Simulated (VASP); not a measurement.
The system is TiSn.

```
CELL_PARAMETERS angstrom
0.00000 2.77272 2.77272
2.77272 0.00000 2.77272
2.77272 2.77272 0.00000
ATOMIC_POSITIONS crystal
Ti 0.50000 0.50000 0.50000
Sn 0.00000 0.00000 0.00000
```

* Program: VASP 6.6.1
* Task: relaxation of cell and atoms
* Functional: PBE
* Potentials or basis: VASP PAW PBE potentials, release 64 (Ti_sv, Sn_d)
* Cutoff: 600 eV
* k mesh: 6 × 6 × 6
* Occupations: gaussian, width 0.1 eV
* Spin: no spin polarisation

At the start: pressure 2.6 GPa; volume 21.32 Å³/atom.

Question: How do energy, volume and symmetry change on relaxing?

Answer: Over 3 steps the energy falls by 5.1 meV/atom and the volume is 21.96 Å³/atom (+3.0 %); space group Fm-3m (No. 225, to 0.05 Å).

Step by step:
| step | energy change (eV) | largest force (eV/Å) | pressure (GPa) | volume (Å³) |
| --- | --- | --- | --- | --- |
| 1 | 0.0000 | 0.0000 | 2.65 | 42.63 |
| 2 | -0.0054 | 0.0000 | -1.66 | 44.84 |
| 3 | -0.0103 | 0.0000 | -0.01 | 43.92 |

Final structure:
```
Ti Sn
1.0
     0.00000    2.80024    2.80024
     2.80024    0.00000    2.80024
     2.80024    2.80024    0.00000
Ti Sn
1 1
Direct
  0.50000 0.50000 0.50000
  0.00000 0.00000 0.00000
```
